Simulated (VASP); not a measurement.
Write the native input for VASP 6.6.1 that does the following.

| Item | Value |
| --- | --- |
| Task | single point |
| Functional | PBE |
| Potentials or basis | VASP PAW PBE potentials, release 64 (Ca_sv, Se) |
| Cutoff | 520 eV |
| k mesh | 8 × 8 × 8 |
| Occupations | fermi-dirac, width 0.02 eV |
| Spin | no spin polarisation |
| Dipole correction | no |
| Further INCAR settings | ALGO = Normal; EDIFF = 1e-06; NBANDS = 15 |

The structure of CaSe lies in POSCAR:

```
CaSe
1.0
    0.0000000000      2.9230220822      2.9826959254
    2.9230220822      0.0000000000      2.9826959254
    2.9230220822      2.9230220822      0.0000000000
Ca Se
1 1
Direct
    0.0000000000      0.0000000000      0.0000000000
    0.5000000000      0.5000000000      0.5000000000
```

This cell differs from its parent crystal: epitaxial xy strain -1.5%.

One way to write it, as run:

INCAR

```
  PREC = Accurate
  ENCUT = 520
  EDIFF = 1E-6
  ISMEAR = -1
  SIGMA = 0.02
  LREAL = False
  LASPH = True
  NELM = 60
  ALGO = Normal
  ISIF = 2
  LWAVE = False
  LCHARG = False
  GGA = PE
  NBANDS = 15
```

KPOINTS

```
regular mesh
0
Gamma
  8 8 8
```

Potentials or basis: VASP PAW PBE potentials, release 64 (Ca_sv, Se).

The run is started by

```console
$ cat potpaw_PBE.64/Ca_sv/POTCAR potpaw_PBE.64/Se/POTCAR > POTCAR
$ mpirun -np 1 vasp_std > vasp.out
```

It gave:

The pressure is 2.1 GPa and the band gap on the k mesh is 1.98 eV (least direct gap 2.89 eV).

Caveat: the cell differs from its parent crystal (epitaxial xy strain -1.5%).

Run time: 42 s on 1 thread of Intel Xeon 8259CL (shared host), peak memory 0.2 GiB.
